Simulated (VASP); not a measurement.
CrB2, 3 atoms in the cell. It takes space group P6/mmm (No. 191, hexagonal). The conventional cell has a = 2.970 Å, b = 2.970 Å, c = 3.070 Å, α = 90.00°, β = 90.00°, γ = 120.00°. Within 3.0 Å of Cr (site symmetry 6/mmm) lie 12 B at 2.30 Å and 6 Cr at 2.97 Å. Within 2.3 Å of B (site symmetry -6m2) lie 3 B at 1.71 Å. 

```yaml
Program: VASP 6.6.1
Task: single point
Functional: PBEsol
Potentials_or_basis: VASP PAW PBE potentials, release 64 (Cr_pv, B)
Cutoff: 520 eV
k_mesh: 9 × 9 × 8
Occupations: fermi-dirac, width 0.15 eV
Spin: collinear spin, ferromagnetic start
Starting_moments: "[2.78, 0.03, 0.03] μB"
Fixed_moment: 3 μB
Dipole_correction: no
Further_INCAR_settings: ALGO = Normal; EDIFF = 1e-06; NBANDS = 20
```

Potentials or basis: VASP PAW PBE potentials, release 64 (Cr_pv, B).

The run is started by

```console
$ cat potpaw_PBE.64/Cr_pv/POTCAR potpaw_PBE.64/B/POTCAR > POTCAR
$ mpirun -np 1 vasp_std > vasp.out
```

Hardware: 1 thread of Intel(R) Xeon(R) 6975P-C (Granite Rapids) (shared host).

Problem. Estimate the wall time of this run.

Solution. Wall time 16 s on 1 thread of Intel(R) Xeon(R) 6975P-C (Granite Rapids), with other jobs on the host, peak memory 0.17 GiB. Counts: scf iterations 13, k points 60.
